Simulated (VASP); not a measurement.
# CsPbBr3 (Pm-3m) in VASP: further runs

The runs below take CsPbBr3 through single point, relaxation of cell and atoms, with r2SCAN, PBE.

Everything below comes from runs of VASP 6.6.1. Logs are shortened: lines on timing, memory, paths and dates and some standing lists are left out, and cuts for length are marked.

### Step 1. The cell of the first run

It takes space group Pm-3m (No. 221, cubic). Conventional cell: a = 5.943 Å, b = 5.943 Å, c = 5.943 Å, α = 90.00°, β = 90.00°, γ = 90.00°. Within 5.5 Å of Cs (site symmetry m-3m) lie 12 Br at 4.20 Å and 8 Pb at 5.15 Å. Within 3.9 Å of Pb (site symmetry m-3m) lie 6 Br at 2.97 Å. Within 3.9 Å of Br (site symmetry 4/mmm) lie 2 Pb at 2.97 Å.

### Step 2. Single point, r2SCAN

POSCAR reads:

```
CsPbBr3
1.0
    5.9429614561      0.0000000000      0.0000000000
    0.0000000000      5.9429614561      0.0000000000
    0.0000000000      0.0000000000      5.9429614561
Cs Pb Br
1 1 3
Direct
    0.0000000000      0.0000000000      0.0000000000
    0.5000000000      0.5000000000      0.5000000000
    0.5000000000      0.5000000000      0.0000000000
    0.5000000000      0.0000000000      0.5000000000
    0.0000000000      0.5000000000      0.5000000000
```

INCAR.step1 reads:

```
SYSTEM = CsPbBr3
PREC = Accurate
ENCUT = 520
ISMEAR = 0
SIGMA = 0.01
LREAL = .False.
LASPH = .True.
NELM = 100
NBANDS = 30
GGA = PE
ALGO = Normal
EDIFF = 1E-4
LWAVE = .True.
LCHARG = .False.
```

INCAR.step2 reads:

```
SYSTEM = CsPbBr3
PREC = Accurate
ENCUT = 520
EDIFF = 1E-6
ISMEAR = 0
SIGMA = 0.01
LREAL = .False.
LASPH = .True.
NELM = 100
ALGO = Normal
ISIF = 2
LWAVE = .False.
LCHARG = .True.
METAGGA = R2SCAN
LMIXTAU = .True.
LELF = .True.
LVHAR = .True.
NBANDS = 30
ISTART = 1
```

KPOINTS reads:

```
Automatic mesh
0
Gamma
  4 4 4
  0 0 0
```

Potentials or basis: VASP PAW PBE potentials, release 64 (Cs_sv, Pb_d, Br).

Launch:

```console
> cat potpaw_PBE.64/Cs_sv/POTCAR potpaw_PBE.64/Pb_d/POTCAR potpaw_PBE.64/Br/POTCAR > POTCAR
> cp INCAR.step1 INCAR
> mpirun -np 1 vasp_std > vasp.out
> cp INCAR.step2 INCAR
> mpirun -np 1 vasp_std > vasp.out
```

OUTCAR:

```text
SYSTEM = CsPbBr3
   PREC = Accurate
   ENCUT = 520
   EDIFF = 1E-6
   ISMEAR = 0
   LREAL = .False.
   LASPH = .True.
   NELM = 100
   ISIF = 2
   METAGGA = R2SCAN
   ISTART = 1

 ion  position               nearest neighbor table
   1  0.000  0.000  0.000-
   2  0.500  0.500  0.500-   3 2.97   4 2.97   5 2.97   3 2.97   4 2.97   5 2.97
   3  0.500  0.500  0.000-   2 2.97   2 2.97
   4  0.500  0.000  0.500-   2 2.97   2 2.97
   5  0.000  0.500  0.500-   2 2.97   2 2.97

  LATTYP: Found a simple cubic cell.
 ALAT       =     5.9429614561

  Lattice vectors:

 A1 = (   5.9429614561,   0.0000000000,   0.0000000000)
 A2 = (   0.0000000000,   5.9429614561,   0.0000000000)
 A3 = (   0.0000000000,   0.0000000000,   5.9429614561)

Analysis of symmetry for initial positions (statically):
=====================================================================
 Subroutine PRICEL returns:
 Original cell was already a primitive cell.

 Routine SETGRP: Setting up the symmetry group for a
 simple cubic supercell.

 Subroutine GETGRP returns: Found 48 space group operations
 (whereof 48 operations were pure point group operations)
 out of a pool of 48 trial point group operations.

The static configuration has the point symmetry O_h .

Analysis of symmetry for dynamics (positions and initial velocities):
=====================================================================
 Subroutine PRICEL returns:
 Original cell was already a primitive cell.

 Routine SETGRP: Setting up the symmetry group for a
 simple cubic supercell.

 Subroutine GETGRP returns: Found 48 space group operations
 (whereof 48 operations were pure point group operations)
 out of a pool of 48 trial point group operations.

The dynamic configuration has the point symmetry O_h .

 Subroutine INISYM returns: Found 48 space group operations
 (whereof 48 operations are pure point group operations),
 and found     1 'primitive' translations

----------------------------------------------------------------------------------------

                                     Primitive cell

  volume of cell :     209.8982

  direct lattice vectors                    reciprocal lattice vectors
     5.942961456  0.000000000  0.000000000     0.168266277  0.000000000  0.000000000
     0.000000000  5.942961456  0.000000000     0.000000000  0.168266277  0.000000000
     0.000000000  0.000000000  5.942961456     0.000000000  0.000000000  0.168266277

  length of vectors
     5.942961456  5.942961456  5.942961456     0.168266277  0.168266277  0.168266277
[... 74 lines left out ...]
   EDIFFG = 0.1E-04   stopping-criterion for IOM
   NSW    =      0    number of steps for IOM
   IBRION =     -1    ionic relax: 0-MD 1-quasi-New 2-CG
   NFREE  =      0    steps in history (QN), initial steepest desc. (CG)
   ISIF   =      2    stress and relaxation
   ISYM   =      2    0-nonsym 1-usesym 2-fastsym
   POTIM  = 0.5000    time-step for ionic-motion
   TEBEG  =    0.0;   TEEND  =   0.0 temperature during run
   PSTRESS=    0.0 pullay stress
   NELECT =      44.0000    total number of electrons
   NUPDOWN=      -1.0000    fix difference up-down
   EMIN   =  10.00;   EMAX   =-10.00  energy-range for DOS
   EFERMI =   0.00;   METHOD = LEGACY
   ISMEAR =     0;   SIGMA  =   0.01  broadening in eV -4-tet -1-fermi 0-gaus
   EFERMI_NEDOS =   21; number of points for ismear=-14 and -15
   IALGO  =     38    algorithm
   IMIX   =      4    mixing-type and parameters
     AMIX     =   0.40;   BMIX     =  1.00
     AMIX_MAG =   1.60;   BMIX_MAG =  1.00
  volume/ion in A,a.u.               =      41.98       283.29
  Fermi-wavevector in a.u.,A,eV,Ry     =   0.972500  1.837758 12.867787  0.945756
  Thomas-Fermi vector in A             =   2.102803
   LORBIT       =      0    0 simple, 1 ext, 2 COOP (PROOUT), +10 PAW based schemes
   METAGGA = R2SCAN    functional components
   LHFCALC =     F    Hartree Fock is set to
   AEXX    =    0.0000 exact exchange contribution
   IVDW    =     0    specifies the selected vdW correction
   LEPSILON=     F    determine dielectric tensor
   LRPA    =     F    only Hartree local field effects (RPA)
 non-spin polarized calculation
 Gauss-broadening in eV      SIGMA  =   0.01
  energy-cutoff  :      520.00
  volume of cell :      209.90
 maximum number of plane-waves:      5695
 NGX is ok and might be reduce to    48
   NGX = 23   NGY = 23   NGZ = 23

 number of electron      43.9999990 magnetization

 Free energy of the ion-electron system (eV)
  ---------------------------------------------------
  ext. energy  EPLUGINS =         0.00000000
  ---------------------------------------------------
  free energy    TOTEN  =      -128.45801609 eV

  energy without entropy =     -128.45801609  energy(sigma->0) =     -128.45801609

 E-fermi :   0.6954     XC(G=0):  -7.8742

 val. band max:        0.6427431351   @ k =   0.5000   0.5000   0.5000
 cond. band min:       2.6993773433   @ k =   0.5000   0.5000   0.5000
 fundamental gap:      2.0566342082
 Fermi energy:         0.6954211777

 k-point     1 :       0.0000    0.0000    0.0000
  band No.  band energies     occupation
      1     -21.3071      2.00000
      2     -16.6915      2.00000
      3     -16.6915      2.00000
      4     -16.5502      2.00000
      5     -16.5502      2.00000
      6     -16.5502      2.00000
[... 319 lines left out ...]
     29       6.4861      0.00000
     30       7.7008      0.00000

------------------------ aborting loop because EDIFF is reached ----------------------------------------

  FORCE on cell =-STRESS in cart. coord.  units (eV):
  Direction    XX          YY          ZZ          XY          YZ          ZX
  --------------------------------------------------------------------------------------
  -------------------------------------------------------------------------------------
  Total        0.0238191      0.0238191      0.0238191     -0.0000000     -0.0000000      0.0000000
  in kB        0.1818137      0.1818137      0.1818137     -0.0000000     -0.0000000      0.0000000
  external PRESSURE =       0.1818137 kB  Pullay stress =       0.0000000 kB

 VOLUME and BASIS-vectors are now :
 -----------------------------------------------------------------------------
  energy-cutoff  :      520.00
  volume of cell :      209.90
      direct lattice vectors                 reciprocal lattice vectors
     5.942961456  0.000000000  0.000000000     0.168266277  0.000000000  0.000000000
     0.000000000  5.942961456  0.000000000     0.000000000  0.168266277  0.000000000
     0.000000000  0.000000000  5.942961456     0.000000000  0.000000000  0.168266277

 POSITION                                       TOTAL-FORCE (eV/Angst)
 -----------------------------------------------------------------------------------
      0.00000      0.00000      0.00000         0.000000      0.000000      0.000000
      2.97148      2.97148      2.97148         0.000000      0.000000      0.000000
      2.97148      2.97148      0.00000         0.000000      0.000000      0.000000
      2.97148      0.00000      2.97148         0.000000      0.000000      0.000000
      0.00000      2.97148      2.97148         0.000000      0.000000      0.000000
 -----------------------------------------------------------------------------------
    total drift:                                0.000000     -0.000000     -0.000000

  FREE ENERGIE OF THE ION-ELECTRON SYSTEM (eV)
  ---------------------------------------------------
  free  energy   TOTEN  =      -128.4580160914 eV

  energy  without entropy=     -128.4580160914  energy(sigma->0) =     -128.45801609
```

OUTCAR.step1:

```text
SYSTEM = CsPbBr3
   PREC = Accurate
   ENCUT = 520
   ISMEAR = 0
   LREAL = .False.
   LASPH = .True.
   NELM = 100
[... 545 lines left out ...]
      2.97148      2.97148      0.00000         0.000000      0.000000      0.000000
      2.97148      0.00000      2.97148         0.000000      0.000000      0.000000
      0.00000      2.97148      2.97148         0.000000      0.000000      0.000000
 -----------------------------------------------------------------------------------
    total drift:                                0.000000     -0.000000     -0.000000

  FREE ENERGIE OF THE ION-ELECTRON SYSTEM (eV)
  ---------------------------------------------------
  free  energy   TOTEN  =       -15.8580284663 eV

  energy  without entropy=      -15.8580284663  energy(sigma->0) =      -15.85802847
```

It took 3.1 min on 1 thread of AMD EPYC 9R45 (Zen 5), shared host; peak memory 0.36 GiB.

What came out:

* Free energy: -128.4580 eV
* Pressure: 0.0 GPa
* Band gap on the k mesh: 2.06 eV

Caveat: the PAW data sets were made with another functional, which shifts forces and pressure a little; spin-orbit coupling is left out, which moves the levels of the heavy elements. A k mesh can miss the band edges.

### Step 3. Relaxation of cell and atoms, PBE

This run uses another cell than the first one, of 31.56 Å³/atom.

INCAR reads:

```
SYSTEM = CsPbBr3
  PREC = Accurate
  ENCUT = 600
  EDIFF = 1E-7
  ISMEAR = -1
  SIGMA = 0.02
  LREAL = .False.
  LASPH = .True.
  NELM = 80
  ALGO = Normal
  ISIF = 3
  LWAVE = .False.
  LCHARG = .False.
  GGA = PE
  IBRION = 2
  NSW = 80
  EDIFFG = -0.005
```

KPOINTS is that of step 2.

POSCAR: that of step 2 with these lines changed.

```diff
@@ -2,5 +2,5 @@
 1.0
-    5.9429614561      0.0000000000      0.0000000000
-    0.0000000000      5.9429614561      0.0000000000
-    0.0000000000      0.0000000000      5.9429614561
+    5.4039301400      0.0000000000      0.0000000000
+    0.0000000000      5.4039301400      0.0000000000
+    0.0000000000      0.0000000000      5.4039301400
 Cs Pb Br
```

Potentials or basis: VASP PAW PBE potentials, release 64 (Cs_sv, Pb_d, Br).

Launch:

```console
> cat potpaw_PBE.64/Cs_sv/POTCAR potpaw_PBE.64/Pb_d/POTCAR potpaw_PBE.64/Br/POTCAR > POTCAR
> mpirun -np 1 vasp_std > vasp.out
```

Wall time 2.9 min (1 thread of AMD EPYC 9R45 (Zen 5), shared host); peak memory 0.33 GiB.

The run converged. Its results:

```
Free energy                           : -15.8672 eV
Relaxed volume                        : 43.42 Å³/atom
Relaxed cell                          : a = 6.010 Å, b = 6.010 Å, c = 6.010 Å, α = 90.00°, β = 90.00°, γ = 90.00°
Space group after relaxing (to 0.1 Å) : Pm-3m (No. 221)
Energy gained by relaxing             : 344.2 meV/atom
Ionic steps                           : 5
Pressure after relaxing               : 0.0 GPa
Band gap on the k mesh                : 1.79 eV
```

Step by step:
```csv
step,energy change (eV),largest force (eV/Å),pressure (GPa),volume (Å³)
1,0.0000,0.0000,12.58,157.81
2,-1.7159,0.0000,-0.36,221.42
3,-1.7206,0.0000,0.09,216.05
4,-1.7208,0.0000,-0.03,217.34
5,-1.7209,0.0000,-0.01,217.12
```

Final structure:
```xyz
5
Lattice="6.0103 0.0000 0.0000 0.0000 6.0103 0.0000 0.0000 0.0000 6.0103" Properties=species:S:1:pos:R:3 pbc="T T T"
Cs    6.0103    6.0103    6.0103
Pb    3.0052    3.0052    3.0052
Br    3.0052    3.0052    6.0103
Br    3.0052    6.0103    3.0052
Br    6.0103    3.0052    3.0052
```

Levels at points of the mesh, in eV from the valence-band top:
```
           k point  band 19  band 20  band 21  band 22  band 23  band 24  band 25  band 26
(0.00, 0.00, 0.00)    -1.70    -1.61    -1.61    -1.61     3.32     4.52     4.52     5.25
(0.50, 0.00, 0.00)    -1.81    -1.69    -1.69    -1.20     2.70     4.70     5.31     5.32
(0.50, 0.50, 0.00)    -1.89    -1.88    -1.28    -0.59     2.27     2.27     4.92     5.45
(0.50, 0.50, 0.50)    -1.27    -1.27    -1.27     0.00     1.79     1.79     1.79     4.81
```

Caveat: the volume moved by over 15 % at a fixed basis, so the end points are rough; spin-orbit coupling is left out, which moves the levels of the heavy elements.
